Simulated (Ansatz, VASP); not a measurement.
Hf in VASP and in Ansatz

```xyz
1
Lattice="-0.1061 2.1682 2.1682 2.1682 -0.1061 2.1682 2.1682 2.1682 -0.1061" Properties=species:S:1:pos:R:3 pbc="T T T"
Hf    0.0000    0.0000    0.0000
```

Alike in both runs: task single point; functional PBEsol; k mesh 20 × 20 × 20; occupations gaussian, width 0.15 eV; no spin polarisation.

```csv
,VASP,Ansatz
version,VASP 6.6.1,Ansatz 0.2.0
potentials or method,"VASP PAW PBE potentials, release 64 (Hf_pv), cutoff 500 eV","scalar-relativistic, plane waves, PAW"
valence electrons in the cell,10,26
```

```tsv
	VASP	Ansatz	Ansatz less VASP
gap on the k mesh at the Fermi level (eV)	none	none	-
pressure (GPa)	-1.7	-1.3	+0.40
traceless stress, the component that is largest in VASP (GPa)	3.27	3.27	-0.002
```

VASP's potentials were made for PBE, not for PBEsol. A gap of «none» marks a metal or a gap that the smearing closes. VASP's potentials hold 10 valence electrons a cell and Ansatz's 26, so a difference there can come from the potentials and not from the codes.

Neither program's run includes spin-orbit coupling.
